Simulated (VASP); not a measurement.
A run of VASP 6.6.1:

POSCAR

```
SiGe
1.0
    3.9043776430      0.0000000000      0.0000000000
   -1.9521888215      3.3812902248      0.0000000000
    0.0000000000      0.0000000000      6.4536796672
Si Ge
2 2
Direct
    0.6666666667      0.3333333333      0.8744661518
    0.3333333333      0.6666666667      0.3744661518
    0.6666666667      0.3333333333      0.4772902939
    0.3333333333      0.6666666667     -0.0227097061
```

Contents of INCAR.step1:

```
SYSTEM = SiGe
PREC = Accurate
ENCUT = 520
ISMEAR = 0
SIGMA = 0.05
LREAL = .False.
LASPH = .True.
NELM = 80
NBANDS = 26
GGA = PE
ALGO = Normal
EDIFF = 1E-4
LWAVE = .True.
LCHARG = .False.
```

File INCAR.step2:

```
SYSTEM = SiGe
PREC = Accurate
ENCUT = 520
EDIFF = 1E-6
ISMEAR = 0
SIGMA = 0.05
LREAL = .False.
LASPH = .True.
NELM = 80
ALGO = Normal
ISIF = 2
LWAVE = .False.
LCHARG = .False.
METAGGA = R2SCAN
LMIXTAU = .True.
NBANDS = 26
ISTART = 1
```

File KPOINTS:

```
Automatic mesh
0
Gamma
  12 12 4
  0 0 0
```

Potentials or basis: VASP PAW PBE potentials, release 64 (Si, Ge_d).

Launch:

```sh
$ cat potpaw_PBE.64/Si/POTCAR potpaw_PBE.64/Ge_d/POTCAR > POTCAR
$ cp INCAR.step1 INCAR
$ mpirun -np 1 vasp_std > vasp.out
$ cp INCAR.step2 INCAR
$ mpirun -np 1 vasp_std > vasp.out
```

Hardware: 1 thread of Intel(R) Xeon(R) Platinum 8259CL CPU @ 2.50GHz (Skylake/Cascade Lake), with other jobs on the host.

Estimate the wall time of this run.

Run time: 9.7 min on 1 thread of Intel(R) Xeon(R) Platinum 8259CL CPU @ 2.50GHz (Skylake/Cascade Lake) (shared host), peak memory 0.27 GiB. Counts: k points 57.
